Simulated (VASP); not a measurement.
SiNi: single point with PBEsol

The system is SiNi.

```
CELL_PARAMETERS angstrom
3.00049 0.00000 0.00000
0.00000 3.34466 0.00000
0.00000 0.00000 4.76918
ATOMIC_POSITIONS crystal
Ni 0.50000 0.50000 0.34250
Ni 0.00000 0.00000 0.65750
Si 0.50000 0.50000 0.84314
Si 0.00000 0.00000 0.15686
```

```
Program             : VASP 6.6.1
Task                : single point
Functional          : PBEsol
Potentials or basis : VASP PAW PBE potentials, release 64 (Ni, Si)
Cutoff              : 520 eV
k mesh              : 9 × 8 × 6
Occupations         : fermi-dirac, width 0.05 eV
Spin                : collinear spin, ferromagnetic start
Starting moments    : [1.0, 1.0, 0.0, 0.0] μB
```

* Pressure: -9.9 GPa
* Largest force: 0.190 eV/Å
* Band gap on the k mesh: zero (filled and empty bands overlap)
* Net moment: 0.00 μB per cell
* Valence electrons inside the program's atomic spheres: Ni 9.48; Si 1.58

Forces on the atoms (eV/Å):
```
Ni   0.000  0.000 -0.096
Ni   0.000  0.000  0.096
Si   0.000  0.000 -0.190
Si   0.000  0.000  0.190
```

Stress tensor (GPa, compression positive):
```
 -8.29   0.00   0.00
  0.00  -9.13   0.00
  0.00   0.00 -12.21
```

Levels at points of the mesh, in eV from the Fermi level:
Spin up:
| k point | band 11 | band 12 | band 13 | band 14 | band 15 | band 16 | band 17 | band 18 |
| --- | --- | --- | --- | --- | --- | --- | --- | --- |
| (0.00, 0.00, 0.00) | -2.17 | -1.89 | -1.87 | -1.26 | 1.21 | 2.51 | 4.94 | 5.39 |
| (0.00, 0.50, 0.00) | -2.10 | -2.10 | -2.03 | -2.03 | 1.05 | 1.05 | 4.78 | 4.78 |
| (0.00, 0.00, 0.50) | -2.50 | -1.94 | 1.04 | 1.60 | 1.88 | 2.31 | 2.76 | 3.41 |
| (0.00, 0.50, 0.50) | -1.91 | -1.91 | -1.90 | -1.90 | 5.04 | 5.04 | 5.18 | 5.18 |
Spin down:
```
           k point  band 12  band 13  band 14  band 15  band 16  band 17
(0.00, 0.00, 0.00)    -1.89    -1.87    -1.26     1.21     2.51     4.94
(0.00, 0.50, 0.00)    -2.10    -2.03    -2.03     1.05     1.05     4.78
(0.00, 0.00, 0.50)    -1.94     1.04     1.60     1.88     2.31     2.76
(0.00, 0.50, 0.50)    -1.91    -1.90    -1.90     5.04     5.04     5.18
```

It took 6 min on 1 thread of Intel Xeon 8259CL (shared host), peak memory 0.31 GiB.

Caveat: the cell stands under tension; the moments typed at the start vanished in this run; the PAW data sets were made with another functional, which shifts forces and pressure a little.
